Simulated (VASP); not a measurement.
A run of VASP 6.6.1 is set up as follows.

The input INCAR:

```
SYSTEM = Si2W
PREC = Accurate
ENCUT = 520
EDIFF = 1E-7
ISMEAR = 0
SIGMA = 0.03
LREAL = .FALSE.
LASPH = .TRUE.
NELM = 60
ALGO = Normal
ISIF = 2
LWAVE = .FALSE.
LCHARG = .FALSE.
GGA = PE
NBANDS = 43
```

The input KPOINTS:

```
regular mesh
0
G
  9 9 6
  0 0 0
```

POSCAR

```
Si2W
1.0
    4.5428566490      0.0000000000      0.0000000000
   -2.2714283245      3.9342292638      0.0000000000
    0.0000000000      0.0000000000      6.8578963974
Si W
6 3
Direct
    0.8050634200      0.6101268399      0.5000000000
    0.1949365800      0.8050634200      0.8333333333
    0.6101268399      0.8050634200      0.1666666667
    0.1949365800      0.3898731601      0.5000000000
    0.8050634200      0.1949365800      0.8333333333
    0.3898731601      0.1949365800      0.1666666667
    0.0000000000      0.5000000000      0.1666666667
    0.5000000000      0.5000000000      0.8333333333
    0.5000000000      0.0000000000      0.5000000000
```

Potentials or basis: VASP PAW PBE potentials, release 64 (Si, W_sv).

Run with:

```sh
$ cat potpaw_PBE.64/Si/POTCAR potpaw_PBE.64/W_sv/POTCAR > POTCAR
$ mpirun -np 1 vasp_std > vasp.out
```

Task: Estimate the band gap on the k mesh.

Result: 0.23 eV (least direct gap 0.70 eV).

Task: What does it give for the largest force?

Result: 3.822 eV/Å.

Stress tensor (GPa, compression positive):
```
15.19  0.00  0.00
 0.00 15.19  0.00
 0.00  0.00 -1.58
```

Caveat: the stress differs along the axes, from -2 to 15 GPa; spin-orbit coupling is left out, which moves the levels of the heavy elements; forces of over 1 eV/Å act on the atoms, so gaps and moduli don't describe the material at rest. A k mesh can miss the band edges.
